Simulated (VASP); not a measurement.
# PbO (Pmmn) in VASP: notebook

The runs below take PbO through single point, with PBE.

Program: VASP 6.6.1. These are calculated values, not measurements. Logs are shortened: lines on timing, memory, paths and dates and some standing lists are left out, and cuts for length are marked.

### Step 1. The cell of the first run

The structure is orthorhombic, space group Pmmn (No. 59). Conventional cell: a = 3.736 Å, b = 4.213 Å, c = 5.022 Å, α = 90.00°, β = 90.00°, γ = 90.00°. Within 2.9 Å of Pb (site symmetry mm2) lie 4 O at 2.21 to 2.41 Å. Within 2.9 Å of O (site symmetry mm2) lie 4 Pb at 2.21 to 2.41 Å and 4 O at 2.82 Å.

### Step 2. Single point, PBE (strain -0.0600 x Voigt [1, -1, 0, 0, 0, 0])

Contents of INCAR:

```
  ALGO = Normal
  EDIFF = 1E-6
  ENCUT = 520
  GGA = PE
  ISIF = 2
  ISMEAR = 0
  LASPH = T
  LCHARG = F
  LREAL = F
  LWAVE = F
  NBANDS = 28
  NELM = 80
  PREC = Accurate
  SIGMA = 0.05
```

Contents of KPOINTS:

```
k-points
0
Gamma
  8 8 6
```

Contents of POSCAR:

```
PbO
1.0
    3.7359360000      0.0000000000      0.0000000000
    0.0000000000      4.2128640000      0.0000000000
    0.0000000000      0.0000000000      5.0220000000
Pb O
2 2
Direct
    0.0000000000      0.5000000000      0.2351000000
    0.5000000000      0.0000000000      0.7649000000
    0.0000000000      0.0000000000      0.0000000000
    0.5000000000      0.5000000000      0.0000000000
```

Potentials or basis: VASP PAW PBE potentials, release 64 (Pb_d, O).

Started as:

```console
cat potpaw_PBE.64/Pb_d/POTCAR potpaw_PBE.64/O/POTCAR > POTCAR
mpirun -np 1 vasp_std > vasp.out
```

OUTCAR:

```text
EDIFF = 1E-6
   ENCUT = 520
   GGA = PE
   ISIF = 2
   ISMEAR = 0
   LASPH = T
   LREAL = F
   NELM = 80
   PREC = Accurate

 ion  position               nearest neighbor table
   1  0.000  0.500  0.235-   4 2.21   4 2.21   3 2.41   3 2.41   2 3.67   2 3.67   2 3.67   2 3.67
                             2 3.87   2 3.87   2 3.87   2 3.87
   2  0.500  0.000  0.765-   3 2.21   3 2.21   4 2.41   4 2.41   1 3.67   1 3.67   1 3.67   1 3.67
                             1 3.87   1 3.87   1 3.87   1 3.87
   3  0.000  0.000  0.000-   2 2.21   2 2.21   1 2.41   1 2.41
   4  0.500  0.500  0.000-   1 2.21   1 2.21   2 2.41   2 2.41

  LATTYP: Found a simple orthorhombic cell.
 ALAT       =     3.7359360000
 B/A-ratio  =     1.1276595745
 C/A-ratio  =     1.3442414431

  Lattice vectors:

 A1 = (   3.7359360000,   0.0000000000,   0.0000000000)
 A2 = (   0.0000000000,   4.2128640000,   0.0000000000)
 A3 = (   0.0000000000,   0.0000000000,   5.0220000000)

Analysis of symmetry for initial positions (statically):
=====================================================================
 Subroutine PRICEL returns:
 Original cell was already a primitive cell.

 Routine SETGRP: Setting up the symmetry group for a
 simple orthorhombic supercell.

 Subroutine GETGRP returns: Found  8 space group operations
 (whereof  4 operations were pure point group operations)
 out of a pool of  8 trial point group operations.

The static configuration has the point symmetry C_2v.
 The point group associated with its full space group is D_2h.

Analysis of symmetry for dynamics (positions and initial velocities):
=====================================================================
 Subroutine PRICEL returns:
 Original cell was already a primitive cell.

 Routine SETGRP: Setting up the symmetry group for a
 simple orthorhombic supercell.

 Subroutine GETGRP returns: Found  8 space group operations
 (whereof  4 operations were pure point group operations)
 out of a pool of  8 trial point group operations.

The dynamic configuration has the point symmetry C_2v.
 The point group associated with its full space group is D_2h.

 Subroutine INISYM returns: Found  8 space group operations
 (whereof  4 operations are pure point group operations),
 and found     1 'primitive' translations

----------------------------------------------------------------------------------------

                                     Primitive cell

  volume of cell :      79.0412

  direct lattice vectors                    reciprocal lattice vectors
     3.735936000  0.000000000  0.000000000     0.267670538  0.000000000  0.000000000
     0.000000000  4.212864000  0.000000000     0.000000000  0.237368213  0.000000000
     0.000000000  0.000000000  5.022000000     0.000000000  0.000000000  0.199123855

  length of vectors
     3.735936000  4.212864000  5.022000000     0.267670538  0.237368213  0.199123855

  position of ions in fractional coordinates (direct lattice)
     0.000000000  0.500000000  0.235100000
     0.500000000  0.000000000  0.764900000
     0.000000000  0.000000000  0.000000000
     0.500000000  0.500000000  0.000000000

  ion indices of the primitive-cell ions
   primitive index   ion index
                 1           1
                 2           2
                 3           3
                 4           4

----------------------------------------------------------------------------------------

 KPOINTS: k-points

Automatic generation of k-mesh.
 Grid dimensions read from file:
 generate k-points for:    8    8    6

 Generating k-lattice:

  Cartesian coordinates                     Fractional coordinates (reciprocal lattice)
     0.033458817  0.000000000  0.000000000     0.125000000  0.000000000  0.000000000
     0.000000000  0.029671027  0.000000000     0.000000000  0.125000000  0.000000000
     0.000000000  0.000000000  0.033187309     0.000000000  0.000000000  0.166666667

  Length of vectors
     0.033458817  0.029671027  0.033187309

  Shift w.r.t. Gamma in fractional coordinates (k-lattice)
     0.000000000  0.000000000  0.000000000

 Subroutine IBZKPT returns following result:
 ===========================================

 Found    100 irreducible k-points:

 Following reciprocal coordinates:
            Coordinates               Weight
  0.000000  0.000000  0.000000      1.000000
  0.125000  0.000000  0.000000      2.000000
  0.250000  0.000000  0.000000      2.000000
  0.375000  0.000000  0.000000      2.000000
  0.500000  0.000000  0.000000      1.000000
  0.000000  0.125000  0.000000      2.000000
[... 16 lines left out ...]
  0.250000  0.500000  0.000000      2.000000
  0.375000  0.500000  0.000000      2.000000
 [... further k-points ...]
   k-points           NKPTS =    100   k-points in BZ     NKDIM =    100   number of bands    NBANDS=     28
   number of dos      NEDOS =    301   number of ions     NIONS =      4
   total plane-waves  NPLWV =  35840
   dimension x,y,z NGX =    28 NGY =   32 NGZ =   40
   dimension x,y,z NGXF=    56 NGYF=   64 NGZF=   80
   ions per type =               2   2
   NGX,Y,Z   is equivalent  to a cutoff of  12.46, 12.63, 13.24 a.u.
   NGXF,Y,Z  is equivalent  to a cutoff of  24.92, 25.26, 26.48 a.u.
 SYSTEM =  unknown system
   PREC   = accura    normal or accurate (medium, high low for compatibility)
   ISTART =      0    job   : 0-new  1-cont  2-samecut
   ICHARG =      2    charge: 1-file 2-atom 10-const
   ISPIN  =      1    spin polarized calculation?
   LNONCOLLINEAR =      F non collinear calculations
   LSORBIT =      F    spin-orbit coupling
   LASPH  =      T    aspherical Exc in radial PAW
   ENCUT  =  520.0 eV  38.22 Ry    6.18 a.u.   6.95  7.83  9.34*2*pi/ulx,y,z
   NELM   =     80;   NELMIN=  2; NELMDL= -5     # of ELM steps
   EDIFF  = 0.1E-05   stopping-criterion for ELM
   LREAL  =      F    real-space projection
[... 7 lines left out ...]
   TEBEG  =    0.0;   TEEND  =   0.0 temperature during run
   PSTRESS=    0.0 pullay stress
   NELECT =      40.0000    total number of electrons
   NUPDOWN=      -1.0000    fix difference up-down
   EMIN   =  10.00;   EMAX   =-10.00  energy-range for DOS
   EFERMI =   0.00;   METHOD = LEGACY
   ISMEAR =     0;   SIGMA  =   0.05  broadening in eV -4-tet -1-fermi 0-gaus
   EFERMI_NEDOS =   21; number of points for ismear=-14 and -15
   IALGO  =     38    algorithm
   IMIX   =      4    mixing-type and parameters
     AMIX     =   0.40;   BMIX     =  1.00
     AMIX_MAG =   1.60;   BMIX_MAG =  1.00
  volume/ion in A,a.u.               =      19.76       133.35
  Fermi-wavevector in a.u.,A,eV,Ry     =   1.304599  2.465334 23.156816  1.701978
  Thomas-Fermi vector in A             =   2.435524
   LORBIT       =      0    0 simple, 1 ext, 2 COOP (PROOUT), +10 PAW based schemes
   GGA     = PE    functional components
   LHFCALC =     F    Hartree Fock is set to
   AEXX    =    0.0000 exact exchange contribution
   IVDW    =     0    specifies the selected vdW correction
   LEPSILON=     F    determine dielectric tensor
   LRPA    =     F    only Hartree local field effects (RPA)
 non-spin polarized calculation
 Gauss-broadening in eV      SIGMA  =   0.05
  energy-cutoff  :      520.00
  volume of cell :       79.04
 maximum number of plane-waves:      2160
 NGX is ok and might be reduce to    28
   NGX = 13   NGY = 15   NGZ = 19

 number of electron      39.9999997 magnetization

 Free energy of the ion-electron system (eV)
  ---------------------------------------------------
  ext. energy  EPLUGINS =         0.00000000
  ---------------------------------------------------
  free energy    TOTEN  =       -21.25653140 eV

  energy without entropy =      -21.25653140  energy(sigma->0) =      -21.25653140

 E-fermi :   5.5297     XC(G=0):  -9.8512

 val. band max:        5.2653168917   @ k =   0.1250   0.0000   0.0000
 cond. band min:       6.4898551848   @ k =   0.5000   0.5000   0.0000
 fundamental gap:      1.2245382931
 Fermi energy:         5.5297440250

 k-point     1 :       0.0000    0.0000    0.0000
  band No.  band energies     occupation
      1     -13.4002      2.00000
      2     -12.8442      2.00000
      3     -10.8385      2.00000
      4     -10.8382      2.00000
      5     -10.7684      2.00000
      6     -10.7253      2.00000
[... 20 lines left out ...]
     27      12.9013      0.00000
     28      13.9750      0.00000

 k-point     2 :       0.1250    0.0000    0.0000
  band No.  band energies     occupation
      1     -13.3629      2.00000
      2     -12.8539      2.00000
      3     -10.8308      2.00000
      4     -10.8294      2.00000
      5     -10.7528      2.00000
      6     -10.7478      2.00000
[... 20 lines left out ...]
     27      12.4938      0.00000
     28      15.4687      0.00000

 k-point     3 :       0.2500    0.0000    0.0000
  band No.  band energies     occupation
      1     -13.2691      2.00000
      2     -12.8895      2.00000
      3     -10.8054      2.00000
      4     -10.8043      2.00000
      5     -10.7305      2.00000
      6     -10.7057      2.00000
[... 20 lines left out ...]
     27      12.7257      0.00000
     28      16.8194      0.00000

 k-point     4 :       0.3750    0.0000    0.0000
  band No.  band energies     occupation
      1     -13.1561      2.00000
      2     -12.9570      2.00000
      3     -10.7740      2.00000
      4     -10.7663      2.00000
      5     -10.7199      2.00000
      6     -10.7128      2.00000
[... 578 lines left out ...]
     27      15.0499      0.00000
     28      15.0499      0.00000

 k-point    23 :       0.2500    0.5000    0.0000
  band No.  band energies     occupation
      1     -13.0333      2.00000
      2     -13.0333      2.00000
      3     -10.7429      2.00000
      4     -10.7429      2.00000
      5     -10.7137      2.00000
      6     -10.7137      2.00000
[... 20 lines left out ...]
     27      14.2561      0.00000
     28      14.2561      0.00000

 k-point    24 :       0.3750    0.5000    0.0000
  band No.  band energies     occupation
      1     -13.0226      2.00000
      2     -13.0226      2.00000
      3     -10.7374      2.00000
      4     -10.7374      2.00000
      5     -10.6827      2.00000
      6     -10.6827      2.00000
[... 20 lines left out ...]
     27      13.8057      0.00000
     28      13.8057      0.00000

 [... further k-points ...]

------------------------ aborting loop because EDIFF is reached ----------------------------------------

  FORCE on cell =-STRESS in cart. coord.  units (eV):
  Direction    XX          YY          ZZ          XY          YZ          ZX
  --------------------------------------------------------------------------------------
  -------------------------------------------------------------------------------------
  Total        5.7993435      0.9156638      2.9231904      0.0000000      0.0000000      0.0000000
  in kB      117.5535737     18.5606452     59.2535141      0.0000000      0.0000000      0.0000000
  external PRESSURE =      65.1225777 kB  Pullay stress =       0.0000000 kB

 VOLUME and BASIS-vectors are now :
 -----------------------------------------------------------------------------
  energy-cutoff  :      520.00
  volume of cell :       79.04
      direct lattice vectors                 reciprocal lattice vectors
     3.735936000  0.000000000  0.000000000     0.267670538  0.000000000  0.000000000
     0.000000000  4.212864000  0.000000000     0.000000000  0.237368213  0.000000000
     0.000000000  0.000000000  5.022000000     0.000000000  0.000000000  0.199123855

 POSITION                                       TOTAL-FORCE (eV/Angst)
 -----------------------------------------------------------------------------------
      0.00000      2.10643      1.18067         0.000000      0.000000      0.838640
      1.86797      0.00000      3.84133         0.000000      0.000000     -0.838640
      0.00000      0.00000      0.00000         0.000000      0.000000      1.079610
      1.86797      2.10643      0.00000         0.000000      0.000000     -1.079610
 -----------------------------------------------------------------------------------
    total drift:                                0.000000      0.000000      0.000000

  FREE ENERGIE OF THE ION-ELECTRON SYSTEM (eV)
  ---------------------------------------------------
  free  energy   TOTEN  =       -21.2565313981 eV

  energy  without entropy=      -21.2565313981  energy(sigma->0) =      -21.25653140
```

It took 4.3 min on 1 thread of Intel Xeon 8259CL, shared host; peak memory 0.31 GiB.

What came out:

| Property | Result |
| --- | --- |
| Free energy | -21.2565 eV |
| Pressure | 6.5 GPa |
| Largest force | 1.080 eV/Å |
| Band gap on the k mesh | 1.22 eV (least direct gap 2.42 eV) |

Forces on the atoms (eV/Å):
```
Pb   0.000  0.000  0.839
Pb   0.000  0.000 -0.839
O    0.000  0.000  1.080
O    0.000  0.000 -1.080
```

Caveat: the cell differs from its parent crystal (strain -0.0600 x Voigt [1, -1, 0, 0, 0, 0]); the cell stands under pressure; spin-orbit coupling is left out, which moves the levels of the heavy elements; forces of over 1 eV/Å act on the atoms, so gaps and moduli don't describe the material at rest. A k mesh can miss the band edges.

(Part 1 of 2 ends here.)
